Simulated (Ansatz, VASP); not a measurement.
## Two plane-wave programs on Ti2NbC3

File INCAR:

```
  ALGO = Normal
  EDIFF = 1E-7
  EDIFFG = -0.04
  ENCUT = 600
  GGA = PE
  IBRION = 2
  ISIF = 3
  ISMEAR = 0
  LASPH = T
  LCHARG = F
  LREAL = F
  LWAVE = F
  NELM = 80
  NSW = 90
  PREC = Accurate
  SIGMA = 0.1
```

KPOINTS

```
k-points
0
Gamma
  6 6 4
```

File POSCAR:

```
Ti2NbC3
1.0
    4.9917553600      0.0000000000      0.0000000000
   -2.4958776800      4.3229869500      0.0000000000
    0.0000000000      0.0000000000      3.8824631300
Ti Nb C
2 1 3
Direct
    0.6666666700      0.3333333300      0.0000000000
    0.3333333300      0.6666666700      0.0000000000
    0.0000000000      0.0000000000      0.0000000000
    0.5000000000      0.0000000000      0.5000000000
    0.5000000000      0.5000000000      0.5000000000
    0.0000000000      0.5000000000      0.5000000000
```

Input for Ansatz:

```yaml
crystal:
  lattice:
    - [4.99175536, 0.0, 0.0]
    - [-2.49587768, 4.32298695, 0.0]
    - [0.0, 0.0, 3.88246313]
  atoms:
    - { symbol: Ti, position: [0.66666667, 0.33333333, 0.0] }
    - { symbol: Ti, position: [0.33333333, 0.66666667, 0.0] }
    - { symbol: Nb, position: [0.0, 0.0, 0.0] }
    - { symbol: C, position: [0.5, 0.0, 0.5] }
    - { symbol: C, position: [0.5, 0.5, 0.5] }
    - { symbol: C, position: [0.0, 0.5, 0.5] }
basis:
  ecutwfc: 420
kpoints:
  mp_grid: { grid: [6, 6, 4] }
hamiltonian:
  xc: pbe
scf:
  occupations: { method: gaussian, width: 0.1 }
  lower_state_search: "off"
output:
  forces: true
  stress: true
  eigenvalues: true
relax:
  adjacent_minimum: "off"
  f_tol: 0.04
  max_steps: 70
  cell: { stress_tol: 0.4 }
```

Change from the starting cell: species swapped into the CeAl3Pd2 type (P6/mmm, No. 191).

Alike in both runs: task relaxation of cell and atoms; functional PBE; k mesh 6 × 6 × 4; occupations gaussian, width 0.1 eV; no spin polarisation.

```csv
,VASP,Ansatz
version,VASP 6.6.1,Ansatz 0.2.0
potentials or method,"VASP PAW PBE potentials, release 64 (Ti_sv, Nb_sv, C), cutoff 600 eV","scalar-relativistic, plane waves, PAW"
valence electrons in the cell,49,49
```

|  | VASP | Ansatz | Ansatz less VASP |
| --- | --- | --- | --- |
| gap on the k mesh at the Fermi level, each at its own relaxed structure (eV) | none | none | - |
| relaxed volume (Å³/atom) | 11.52 | 11.51 | -0.004 |
| relaxed cell length with the largest relative difference (Å) | 2.948 | 2.947 | -0.0012 |

A gap of «none» marks a metal or a gap that the smearing closes.

The k mesh is coarse, so the values compare programs but aren't converged. Noted on VASP's run: the volume moved by over 15 % at a fixed basis, so the end points are rough.
